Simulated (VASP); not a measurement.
# SiW3 (Fmmm) in VASP: notebook

The runs below take SiW3 through single point, with r2SCAN.

All numbers are computed with VASP 6.6.1; they aren't measurements. Logs are shortened: lines on timing, memory, paths and dates and some standing lists are left out, and cuts for length are marked.

## (1) The cell of the first run

The structure is orthorhombic, space group Fmmm (No. 69). Conventional cell: a = 5.178 Å, b = 7.287 Å, c = 7.360 Å, α = 90.00°, β = 90.00°, γ = 90.00°. Si (site symmetry mmm) has 6 W at 2.59 Å within 3.4 Å. Within 3.4 Å of W (site symmetry 2/m) lie 4 W at 2.59 Å and 2 Si at 2.59 Å. Within 3.4 Å of W (site symmetry mmm) lie 2 Si at 2.59 Å and 4 W at 2.59 Å.

## (2) Single point, r2SCAN (strain +0.0100 x Voigt [0, 0, 0, 1, 0, 0])

POSCAR

```
SiW3
1.0
   -2.5891531054      2.6020988709      2.6020988709
    2.5891531054     -2.5762073399      2.5762073399
    2.5891531054      2.5762073399     -2.5762073399
Si W
1 3
Direct
    0.0000000000      0.0000000000      0.0000000000
    0.5000000000      0.5000000000      0.0000000000
    0.5000000000      0.0000000000      0.5000000000
    0.0000000000      0.5000000000      0.5000000000
```

INCAR.step1

```
SYSTEM = SiW3
PREC = Accurate ; ENCUT = 520
ISMEAR = 0 ; SIGMA = 0.15
LREAL = .FALSE. ; LASPH = .TRUE.
NELM = 100 ; NBANDS = 31
GGA = PE ; ALGO = Normal
EDIFF = 1E-4 ; LWAVE = .TRUE.
LCHARG = .FALSE. ; KPAR = 4
```

INCAR.step2

```
SYSTEM = SiW3
PREC = Accurate ; ENCUT = 520
EDIFF = 1E-7 ; ISMEAR = 0
SIGMA = 0.15 ; LREAL = .FALSE.
LASPH = .TRUE. ; NELM = 100
ALGO = Normal ; ISIF = 2
LWAVE = .FALSE. ; LCHARG = .FALSE.
METAGGA = R2SCAN ; LMIXTAU = .TRUE.
NBANDS = 31 ; ISTART = 1
KPAR = 4
```

KPOINTS

```
Automatic mesh
0
G
  14 14 14
  0 0 0
```

Potentials or basis: VASP PAW PBE potentials, release 64 (Si, W_sv).

On the command line:

```console
> cat potpaw_PBE.64/Si/POTCAR potpaw_PBE.64/W_sv/POTCAR > POTCAR
> cp INCAR.step1 INCAR
> mpirun -np 4 vasp_std > vasp.out
> cp INCAR.step2 INCAR
> mpirun -np 4 vasp_std > vasp.out
```

OUTCAR:

```text
SYSTEM = SiW3
   PREC = Accurate
   ENCUT = 520
   EDIFF = 1E-7
   ISMEAR = 0
   LREAL = .FALSE.
   LASPH = .TRUE.
   NELM = 100
   ISIF = 2
   METAGGA = R2SCAN
   ISTART = 1

 ion  position               nearest neighbor table
   1  0.000  0.000  0.000-   4 2.59   4 2.59   2 2.59   3 2.59   3 2.59   2 2.59
   2  0.500  0.500  0.000-   3 2.59   3 2.59   4 2.59   1 2.59   4 2.59   1 2.59
   3  0.500  0.000  0.500-   2 2.59   2 2.59   4 2.59   1 2.59   1 2.59   4 2.59
   4  0.000  0.500  0.500-   1 2.59   1 2.59   3 2.59   2 2.59   2 2.59   3 2.59

  LATTYP: Found a face centered orthorhombic cell.
 ALAT       =     5.1783062108
 B/A-ratio  =     1.4071424946
 C/A-ratio  =     1.4212846302

  Lattice vectors:

 A1 = (   0.0000000000,   5.1783062108,   0.0258915310)
 A2 = (   2.5891531054,   2.6020988709,   2.6020988709)
 A3 = (   2.5891531054,   2.5762073399,  -2.5762073399)

Analysis of symmetry for initial positions (statically):
=====================================================================
 Subroutine PRICEL returns:
 Original cell was already a primitive cell.

 Routine SETGRP: Setting up the symmetry group for a
 face centered orthorhombic supercell.

 Subroutine GETGRP returns: Found  8 space group operations
 (whereof  8 operations were pure point group operations)
 out of a pool of  8 trial point group operations.

The static configuration has the point symmetry D_2h.

Analysis of symmetry for dynamics (positions and initial velocities):
=====================================================================
 Subroutine PRICEL returns:
 Original cell was already a primitive cell.

 Routine SETGRP: Setting up the symmetry group for a
 face centered orthorhombic supercell.

 Subroutine GETGRP returns: Found  8 space group operations
 (whereof  8 operations were pure point group operations)
 out of a pool of  8 trial point group operations.

The dynamic configuration has the point symmetry D_2h.

 Subroutine INISYM returns: Found  8 space group operations
 (whereof  8 operations are pure point group operations),
 and found     1 'primitive' translations

----------------------------------------------------------------------------------------

                                     Primitive cell

  volume of cell :      69.4260

  direct lattice vectors                    reciprocal lattice vectors
    -2.589153105  2.602098871  2.602098871     0.000000000  0.192152576  0.192152576
     2.589153105 -2.576207340  2.576207340     0.193113338 -0.000965591  0.193118166
     2.589153105  2.576207340 -2.576207340     0.193113338  0.193118166 -0.000965591

  length of vectors
     4.499505625  4.469608743  4.469608743     0.271744778  0.273108623  0.273108623

  position of ions in fractional coordinates (direct lattice)
     0.000000000  0.000000000  0.000000000
     0.500000000  0.500000000  0.000000000
     0.500000000  0.000000000  0.500000000
     0.000000000  0.500000000  0.500000000

  ion indices of the primitive-cell ions
   primitive index   ion index
                 1           1
                 2           2
                 3           3
                 4           4

----------------------------------------------------------------------------------------

 KPOINTS: Automatic mesh

Automatic generation of k-mesh.
 Grid dimensions read from file:
 generate k-points for:   14   14   14

 Generating k-lattice:

  Cartesian coordinates                     Fractional coordinates (reciprocal lattice)
     0.000000000  0.013725184  0.013725184     0.071428571  0.000000000  0.000000000
     0.013793810 -0.000068971  0.013794155    -0.000000000  0.071428571  0.000000000
     0.013793810  0.013794155 -0.000068971    -0.000000000  0.000000000  0.071428571

  Length of vectors
     0.019410341  0.019507759  0.019507759

  Shift w.r.t. Gamma in fractional coordinates (k-lattice)
     0.000000000  0.000000000  0.000000000

 Subroutine IBZKPT returns following result:
 ===========================================

 Found    428 irreducible k-points:

 Following reciprocal coordinates:
            Coordinates               Weight
  0.000000  0.000000  0.000000      1.000000
  0.071429  0.000000  0.000000      2.000000
  0.142857  0.000000  0.000000      2.000000
  0.214286  0.000000  0.000000      2.000000
  0.285714  0.000000  0.000000      2.000000
  0.357143  0.000000  0.000000      2.000000
[... 16 lines left out ...]
 -0.071429  0.142857  0.000000      4.000000
  0.000000  0.214286  0.000000      8.000000
 [... further k-points ...]
   k-points           NKPTS =    428   k-points in BZ     NKDIM =    428   number of bands    NBANDS=     31
   number of dos      NEDOS =    301   number of ions     NIONS =      4
   total plane-waves  NPLWV =  46656
   dimension x,y,z NGX =    36 NGY =   36 NGZ =   36
   dimension x,y,z NGXF=    72 NGYF=   72 NGZF=   72
   ions per type =               1   3
   NGX,Y,Z   is equivalent  to a cutoff of  13.30, 13.39, 13.39 a.u.
   NGXF,Y,Z  is equivalent  to a cutoff of  26.60, 26.78, 26.78 a.u.
 SYSTEM =  SiW3
   PREC   = accura    normal or accurate (medium, high low for compatibility)
   ISTART =      1    job   : 0-new  1-cont  2-samecut
   ICHARG =      0    charge: 1-file 2-atom 10-const
   ISPIN  =      1    spin polarized calculation?
   LNONCOLLINEAR =      F non collinear calculations
   LSORBIT =      F    spin-orbit coupling
   LASPH  =      T    aspherical Exc in radial PAW
   ENCUT  =  520.0 eV  38.22 Ry    6.18 a.u.   8.37  8.31  8.31*2*pi/ulx,y,z
   NELM   =    100;   NELMIN=  2; NELMDL=  0     # of ELM steps
   EDIFF  = 0.1E-06   stopping-criterion for ELM
   LREAL  =      F    real-space projection
   EDIFFG = 0.1E-05   stopping-criterion for IOM
   NSW    =      0    number of steps for IOM
   IBRION =     -1    ionic relax: 0-MD 1-quasi-New 2-CG
   NFREE  =      0    steps in history (QN), initial steepest desc. (CG)
   ISIF   =      2    stress and relaxation
   ISYM   =      2    0-nonsym 1-usesym 2-fastsym
   POTIM  = 0.5000    time-step for ionic-motion
   TEBEG  =    0.0;   TEEND  =   0.0 temperature during run
   PSTRESS=    0.0 pullay stress
   NELECT =      46.0000    total number of electrons
   NUPDOWN=      -1.0000    fix difference up-down
   EMIN   =  10.00;   EMAX   =-10.00  energy-range for DOS
   EFERMI =   0.00;   METHOD = LEGACY
   ISMEAR =     0;   SIGMA  =   0.15  broadening in eV -4-tet -1-fermi 0-gaus
   EFERMI_NEDOS =   21; number of points for ismear=-14 and -15
   IALGO  =     38    algorithm
   IMIX   =      4    mixing-type and parameters
     AMIX     =   0.40;   BMIX     =  1.00
     AMIX_MAG =   1.60;   BMIX_MAG =  1.00
  volume/ion in A,a.u.               =      17.36       117.13
  Fermi-wavevector in a.u.,A,eV,Ry     =   1.427206  2.697028 27.713938  2.036917
  Thomas-Fermi vector in A             =   2.547400
   LORBIT       =      0    0 simple, 1 ext, 2 COOP (PROOUT), +10 PAW based schemes
   METAGGA = R2SCAN    functional components
   LHFCALC =     F    Hartree Fock is set to
   AEXX    =    0.0000 exact exchange contribution
   IVDW    =     0    specifies the selected vdW correction
   LEPSILON=     F    determine dielectric tensor
   LRPA    =     F    only Hartree local field effects (RPA)
 non-spin polarized calculation
 Gauss-broadening in eV      SIGMA  =   0.15
  energy-cutoff  :      520.00
  volume of cell :       69.43
 maximum number of plane-waves:      1902
 NGX is ok and might be reduce to    36
   NGX = 17   NGY = 17   NGZ = 17

 number of electron      46.0000009 magnetization

 Free energy of the ion-electron system (eV)
  ---------------------------------------------------
  ext. energy  EPLUGINS =         0.00000000
  ---------------------------------------------------
  free energy    TOTEN  =      -156.95772542 eV

  energy without entropy =     -156.90478449  energy(sigma->0) =     -156.93125495

 E-fermi :   9.2516     XC(G=0): -13.3552

 val. band max:        9.2515144645   @ k =   0.2143   0.3571   0.0000
 cond. band min:       9.2517440615   @ k =  -0.2857   0.3571  -0.0000
 fundamental gap:      0.0002295970
 Fermi energy:         9.2515844601

 k-point     1 :       0.0000    0.0000    0.0000
  band No.  band energies     occupation
      1     -66.6779      2.00000
      2     -66.4805      2.00000
      3     -66.4795      2.00000
      4     -30.8847      2.00000
      5     -30.8816      2.00000
      6     -30.8782      2.00000
[... 23 lines left out ...]
     30      13.3175      0.00000
     31      14.8405      0.00000

 k-point     2 :       0.0714    0.0000    0.0000
  band No.  band energies     occupation
      1     -66.6756      2.00000
      2     -66.4827      2.00000
      3     -66.4796      2.00000
      4     -30.8819      2.00000
      5     -30.8678      2.00000
      6     -30.8605      2.00000
[... 23 lines left out ...]
     30      13.2392      0.00000
     31      14.6848      0.00000

 k-point     3 :       0.1429    0.0000    0.0000
  band No.  band energies     occupation
      1     -66.6691      2.00000
      2     -66.4892      2.00000
      3     -66.4798      2.00000
      4     -30.8827      2.00000
      5     -30.8177      2.00000
      6     -30.8084      2.00000
[... 23 lines left out ...]
     30      13.0342      0.00000
     31      14.0526      0.00000

 k-point     4 :       0.2143    0.0000    0.0000
  band No.  band energies     occupation
      1     -66.6587      2.00000
      2     -66.4995      2.00000
      3     -66.4800      2.00000
      4     -30.8839      2.00000
      5     -30.7365      2.00000
      6     -30.7241      2.00000
[... 635 lines left out ...]
     30      12.4375      0.00000
     31      13.3783      0.00000

 k-point    23 :      -0.0714    0.1429    0.0000
  band No.  band energies     occupation
      1     -66.6713      2.00000
      2     -66.4861      2.00000
      3     -66.4806      2.00000
      4     -30.8674      2.00000
      5     -30.8622      2.00000
      6     -30.8128      2.00000
[... 23 lines left out ...]
     30      13.1019      0.00000
     31      14.0380      0.00000

 k-point    24 :       0.0000    0.2143    0.0000
  band No.  band energies     occupation
      1     -66.6588      2.00000
      2     -66.4987      2.00000
      3     -66.4807      2.00000
      4     -30.8839      2.00000
      5     -30.7345      2.00000
      6     -30.7264      2.00000
[... 23 lines left out ...]
     30      12.8077      0.00000
     31      13.4172      0.00000

 [... further k-points ...]
[... 5 lines left out ...]
  --------------------------------------------------------------------------------------
  -------------------------------------------------------------------------------------
  Total        0.3292404      0.3270804      0.3270804      0.0000000      0.4365098     -0.0000000
  in kB        7.5980357      7.5481880      7.5481880      0.0000000     10.0735431     -0.0000000
  external PRESSURE =       7.5648039 kB  Pullay stress =       0.0000000 kB

 VOLUME and BASIS-vectors are now :
 -----------------------------------------------------------------------------
  energy-cutoff  :      520.00
  volume of cell :       69.43
      direct lattice vectors                 reciprocal lattice vectors
    -2.589153105  2.602098871  2.602098871     0.000000000  0.192152576  0.192152576
     2.589153105 -2.576207340  2.576207340     0.193113338 -0.000965591  0.193118166
     2.589153105  2.576207340 -2.576207340     0.193113338  0.193118166 -0.000965591

 POSITION                                       TOTAL-FORCE (eV/Angst)
 -----------------------------------------------------------------------------------
      0.00000      0.00000      0.00000        -0.000000      0.000000     -0.000000
      0.00000      0.01295      2.58915         0.000000     -0.000000      0.000000
      0.00000      2.58915      0.01295        -0.000000     -0.000000     -0.000000
      2.58915      0.00000      0.00000        -0.000000     -0.000000     -0.000000
 -----------------------------------------------------------------------------------
    total drift:                                0.000000      0.000000     -0.000000

  FREE ENERGIE OF THE ION-ELECTRON SYSTEM (eV)
  ---------------------------------------------------
  free  energy   TOTEN  =      -156.9577254220 eV

  energy  without entropy=     -156.9047844861  energy(sigma->0) =     -156.93125495
```

Run time: 6.8 min. Hardware: 4 MPI ranks of Intel Xeon Platinum 8559C (Emerald Rapids), shared host; peak memory 0.76 GiB.

What came out:

```
Free energy            : -156.9577 eV
Pressure               : 0.8 GPa
Band gap on the k mesh : zero (bands 23 and 24 overlap by 1.92 eV)
```

Stress tensor (GPa, compression positive):
```
0.76 0.00 0.00
0.00 0.75 1.01
0.00 1.01 0.75
```

Levels at points of the mesh, in eV from the Fermi level:
```tsv
k point	band 19	band 20	band 21	band 22	band 23	band 24	band 25	band 26	band 27	band 28
(0.00, 0.00, 0.00)	-4.20	-0.51	-0.48	-0.45	0.45	0.45	2.16	2.18	2.18	4.06
(0.50, 0.00, 0.00)	-1.94	-1.84	-1.18	-0.63	-0.54	-0.43	-0.16	0.79	1.94	2.02
(0.00, 0.50, 0.00)	-1.92	-1.86	-1.21	-0.59	-0.55	-0.41	-0.14	0.87	1.93	1.98
(0.00, 0.50, 0.50)	-1.90	-1.88	-1.25	-0.57	-0.54	-0.40	-0.13	0.95	1.88	1.97
(0.50, 0.50, 0.50)	-3.15	-3.02	-3.01	-3.01	-0.01	-0.01	1.32	1.34	1.35	3.84
```

Caveat: the cell differs from its parent crystal (strain +0.0100 x Voigt [0, 0, 0, 1, 0, 0]); the PAW data sets were made with another functional, which shifts forces and pressure a little; spin-orbit coupling is left out, which moves the levels of the heavy elements.

## (3) Single point, r2SCAN (strain -0.0200 x Voigt [0, 0, 0, 1, 0, 0])

POSCAR

```
SiW3
1.0
   -2.5891531054      2.5632615743      2.5632615743
    2.5891531054     -2.6150446365      2.6150446365
    2.5891531054      2.6150446365     -2.6150446365
Si W
1 3
Direct
    0.0000000000      0.0000000000      0.0000000000
    0.5000000000      0.5000000000      0.0000000000
    0.5000000000      0.0000000000      0.5000000000
    0.0000000000      0.5000000000      0.5000000000
```

INCAR.step1

```
SYSTEM = SiW3
  PREC = Accurate
  ENCUT = 520
  ISMEAR = 0
  SIGMA = 0.15
  LREAL = .FALSE.
  LASPH = .TRUE.
  NELM = 80
  NBANDS = 31
  GGA = PE
  ALGO = Normal
  EDIFF = 1E-4
  LWAVE = .TRUE.
  LCHARG = .FALSE.
  KPAR = 4
```

INCAR.step2

```
SYSTEM = SiW3
  PREC = Accurate
  ENCUT = 520
  EDIFF = 1E-6
  ISMEAR = 0
  SIGMA = 0.15
  LREAL = .FALSE.
  LASPH = .TRUE.
  NELM = 80
  ALGO = Normal
  ISIF = 2
  LWAVE = .FALSE.
  LCHARG = .FALSE.
  METAGGA = R2SCAN
  LMIXTAU = .TRUE.
  NBANDS = 31
  ISTART = 1
  KPAR = 4
```

KPOINTS

```
regular mesh
0
G
  14 14 14
  0 0 0
```

Potentials or basis: VASP PAW PBE potentials, release 64 (Si, W_sv).

On the command line:

```console
> cat potpaw_PBE.64/Si/POTCAR potpaw_PBE.64/W_sv/POTCAR > POTCAR
> cp INCAR.step1 INCAR
> mpirun -np 4 vasp_std > vasp.out
> cp INCAR.step2 INCAR
> mpirun -np 4 vasp_std > vasp.out
```

It took 24 min on 4 MPI ranks of Oxide Virtual Turin-like, shared host; peak memory 0.75 GiB.

It converged, with:

```
Free energy            : -156.9643 eV
Pressure               : 0.7 GPa
Band gap on the k mesh : zero (bands 23 and 24 overlap by 1.93 eV)
```

Stress tensor (GPa, compression positive):
```
 0.75  0.00  0.00
 0.00  0.73 -2.01
 0.00 -2.01  0.73
```

Levels at points of the mesh, in eV from the Fermi level:
```
           k point  band 20  band 21  band 22  band 23  band 24  band 25  band 26  band 27
(0.00, 0.00, 0.00)    -0.54    -0.48    -0.42     0.45     0.45     2.15     2.19     2.20
(0.50, 0.00, 0.00)    -1.87    -1.28    -0.58    -0.50    -0.38    -0.11     1.03     1.82
(0.00, 0.50, 0.00)    -1.85    -1.21    -0.59    -0.55    -0.42    -0.13     0.87     1.91
(0.00, 0.50, 0.50)    -1.82    -1.15    -0.67    -0.53    -0.44    -0.18     0.72     1.93
(0.50, 0.50, 0.50)    -3.03    -3.01    -3.00    -0.02    -0.01     1.31     1.36     1.36
```

Caveat: the cell differs from its parent crystal (strain -0.0200 x Voigt [0, 0, 0, 1, 0, 0]); the PAW data sets were made with another functional, which shifts forces and pressure a little; spin-orbit coupling is left out, which moves the levels of the heavy elements.

(Continued in part 2 of 2.)
